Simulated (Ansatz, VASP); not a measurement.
One calculation of BaTiO3, two programs

File POSCAR:

```
BaTiO3
1.0
    4.0293096200      4.0293096200      0.0000000000
    0.0000000000      4.0293096200      4.0528881500
    4.0293096200      0.0000000000      4.0528881500
Ba Ti O
2 2 6
Direct
    0.0000000000      0.0000000000      0.0000000000
    0.5000000000      0.5000000000      0.5000000000
    0.2489500000      0.2510500000      0.2510500000
    0.7489500000      0.7510500000      0.7510500000
    0.0076500000      0.4923500000      0.4923500000
    0.5076500000      0.9923500000      0.9923500000
    0.4935000000      0.5065000000      0.0065000000
    0.9935000000      0.0065000000      0.5065000000
    0.4935000000      0.0065000000      0.5065000000
    0.9935000000      0.5065000000      0.0065000000
```

Contents of INCAR.step1:

```
SYSTEM = BaTiO3
  PREC = Accurate
  ENCUT = 660
  ISMEAR = -1
  SIGMA = 0.1
  LREAL = .False.
  LASPH = .True.
  NELM = 200
  LMAXMIX = 4
  LDAU = .True.
  LDAUTYPE = 2
  LDAUL = -1 2 1
  LDAUU = 0 5.01 6.12
  LDAUJ = 0 0 0
  NBANDS = 51
  GGA = PE
  ALGO = Normal
  EDIFF = 1E-5
  LWAVE = .True.
  LCHARG = .False.
  GGA_COMPAT = .False.
```

The input INCAR.step2:

```
SYSTEM = BaTiO3
  PREC = Accurate
  ENCUT = 660
  EDIFF = 1E-6
  ISMEAR = -1
  SIGMA = 0.1
  LREAL = .False.
  LASPH = .True.
  NELM = 200
  ALGO = Normal
  ISIF = 2
  LWAVE = .False.
  LCHARG = .True.
  LMAXMIX = 4
  LDAU = .True.
  LDAUTYPE = 2
  LDAUL = -1 2 1
  LDAUU = 0 5.01 6.12
  LDAUJ = 0 0 0
  LDAUPRINT = 1
  METAGGA = R2SCAN
  LMIXTAU = .True.
  LELF = .True.
  LVHAR = .True.
  NBANDS = 51
  ISTART = 1
  GGA_COMPAT = .False.
```

Contents of KPOINTS:

```
Automatic mesh
0
Gamma
  6 6 6
  0 0 0
```

Input for Ansatz:

```yaml
crystal:
  lattice:
    - [4.02930962, 4.02930962, 0.0]
    - [0.0, 4.02930962, 4.05288815]
    - [4.02930962, 0.0, 4.05288815]
  atoms:
    - { symbol: Ba, position: [0.0, 0.0, 0.0] }
    - { symbol: Ba, position: [0.5, 0.5, 0.5] }
    - { symbol: Ti, position: [0.24895, 0.25105, 0.25105] }
    - { symbol: Ti, position: [0.74895, 0.75105, 0.75105] }
    - { symbol: O, position: [0.00765, 0.49235, 0.49235] }
    - { symbol: O, position: [0.50765, 0.99235, 0.99235] }
    - { symbol: O, position: [0.4935, 0.5065, 0.0065] }
    - { symbol: O, position: [0.9935, 0.0065, 0.5065] }
    - { symbol: O, position: [0.4935, 0.0065, 0.5065] }
    - { symbol: O, position: [0.9935, 0.5065, 0.0065] }
  symmetry: { tolerance: 0.0003 }
kpoints:
  mp_grid: { grid: [6, 6, 6], shift: [0, 0, 0] }
  band_path:
    path:
      - [0.0, 0.0, 0.0]
      - [0.5, 0.5, 0.0]
      - [1.0, 0.5, 0.5]
      - [0.0, 0.0, 0.0]
      - [0.0, 0.5, 0.5]
      - [0.5, 1.0, 0.5]
      - [1.0, 1.0, 1.0]
      - [0.0, 0.5, 0.5]
    npoints: 7
magnetization:
  spin_polarized: false
scf:
  occupations: { method: fermi_dirac }
  lower_state_search: "off"
  max_iter: 200
hamiltonian:
  pseudopotentials: { kind: paw }
  xc: r2scan
  hubbard:
    projectors: atomic
    sites:
      - { species: Ti, l: d, u_eff: 5.01 }
      - { species: O, l: p, u_eff: 6.12 }
basis:
  ecutwfc: 500
  fft_grid_basis: typed
output:
  forces: true
  stress: true
  eigenvalues: true
  bader: true
  populations: true
  elf: true
  write_potential: true
  volumetric_format: npy
  dos:
    e_range: [-12, 8]
    de: 0.05
    projected: { site_lists: { Ba: [Ba], O: [O], Ti: [Ti] } }
checkpoint:
  read: saved_state
```

Alike in both runs: task single point; functional r2SCAN; k mesh 6 × 6 × 6; no spin polarisation; Hubbard terms Ti d U = 5.01 eV, O p U = 6.12 eV.

|  | VASP | Ansatz |
| --- | --- | --- |
| version | VASP 6.6.1 | Ansatz 0.2.0 |
| potentials or method | VASP PAW PBE potentials, release 64 (Ba_sv, Ti_sv, O), cutoff 660 eV | PAW plane waves |
| occupations | fermi-dirac, width 0.1 eV | fermi-dirac |
| valence electrons in the cell | 80 | 80 |

|  | VASP | Ansatz | Ansatz less VASP |
| --- | --- | --- | --- |
| pressure (GPa) | -1.9 | -6.4 | -4.50 |
| traceless stress, the component that is largest in VASP (GPa) | -0.41 | -0.42 | -0.019 |
| rms of the force components (eV/Å) | 0.340 | 0.326 | -0.0139 |

VASP's potentials were made for PBE, not for r2SCAN. The programs project onto different local orbitals, so the same U acts differently, and such runs can settle in different states. Atom by atom the forces differ by 0.104 eV/Å (rms over components).

Spin-orbit coupling is off throughout.
